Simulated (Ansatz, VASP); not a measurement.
**MnAs in VASP and in Ansatz**

File INCAR:

```
SYSTEM = MnAs
PREC = Accurate
ENCUT = 520
EDIFF = 1E-7
ISMEAR = -1
SIGMA = 0.05
LREAL = .FALSE.
LASPH = .TRUE.
NELM = 150
ALGO = Normal
ISIF = 2
LWAVE = .FALSE.
LCHARG = .FALSE.
LNONCOLLINEAR = .TRUE.
MAGMOM = 0 0 0 0 0 0 0 0 4 0 0 4
LORBIT = 11
LSORBIT = .TRUE.
GGA_COMPAT = .FALSE.
LORBMOM = .TRUE.
LMAXMIX = 4
GGA = PS
NBANDS = 50
```

KPOINTS

```
Automatic mesh
0
G
  6 6 4
  0 0 0
```

POSCAR

```
MnAs
1.0
    3.7100000000      0.0000000000      0.0000000000
   -1.8550000000      3.2129542480      0.0000000000
    0.0000000000      0.0000000000      5.6910000000
As Mn
2 2
Direct
    0.6666666667      0.3333333333      0.7500000000
    0.3333333333      0.6666666667      0.2500000000
    0.0000000000      0.0000000000      0.5000000000
    0.0000000000      0.0000000000      0.0000000000
```

File input.yaml:

```yaml
crystal:
  lattice:
    - [3.71, 0.0, 0.0]
    - [-1.855, 3.212954248, 0.0]
    - [0.0, 0.0, 5.691]
  atoms:
    - { symbol: As, position: [0.6666666667, 0.3333333333, 0.75] }
    - { symbol: As, position: [0.3333333333, 0.6666666667, 0.25] }
    - { symbol: Mn, position: [0.0, 0.0, 0.5], spin: 4.0, spin_axis: [0.0, 0.0, 4.0] }
    - { symbol: Mn, position: [0.0, 0.0, 0.0], spin: 4.0, spin_axis: [0.0, 0.0, 4.0] }
hamiltonian:
  xc: pbesol
  pseudopotentials: { kind: paw_fr }
magnetization:
  noncollinear: true
  spin_orbit: true
kpoints:
  mp_grid: { grid: [6, 6, 4] }
  band_path:
    path:
      - [[0.0, 0.0, 0.0], [0.5, 0.0, 0.0], [0.3333333333, 0.3333333333, 0.0], [0.0, 0.0, 0.0], [0.0, 0.0, 0.5], [0.5, 0.0, 0.5], [0.3333333333, 0.3333333333, 0.5], [0.0, 0.0, 0.5]]
      - [[0.5, 0.0, 0.5], [0.5, 0.0, 0.0]]
      - [[0.3333333333, 0.3333333333, 0.0], [0.3333333333, 0.3333333333, 0.5]]
    npoints: 14
scf:
  occupations: { method: fermi_dirac, width: 0.05 }
  n_extra_bands: 10
output:
  forces: true
  stress: true
  eigenvalues: true
  fatbands: true
```

Alike in both runs: functional PBEsol; k mesh 6 × 6 × 4; occupations fermi-dirac, width 0.05 eV; non-collinear spin, spin-orbit coupling.

```csv
,VASP,Ansatz
version,VASP 6.6.1,Ansatz 0.2.0
potentials or method,"VASP PAW PBE potentials, release 64 (As, Mn_pv)",Ansatz PAW
plane-wave cutoff (eV),520,420
valence electrons in the cell,36,60
task,single point,band structure
```

Ansatz gave:

* pressure (GPa): -8.9
* traceless stress, the component that is largest in VASP (GPa): -1.65
* net moment per atom (μB): 1.55

Task: Estimate VASP's values.

Result: Pressure (GPa): -8.6; traceless stress, the component that is largest in VASP (GPa): -1.63; net moment per atom (μB): 1.55.

VASP's potentials were made for PBE, not for PBEsol. VASP's potentials hold 36 valence electrons a cell and Ansatz's 60, so a difference there can come from the potentials and not from the codes.
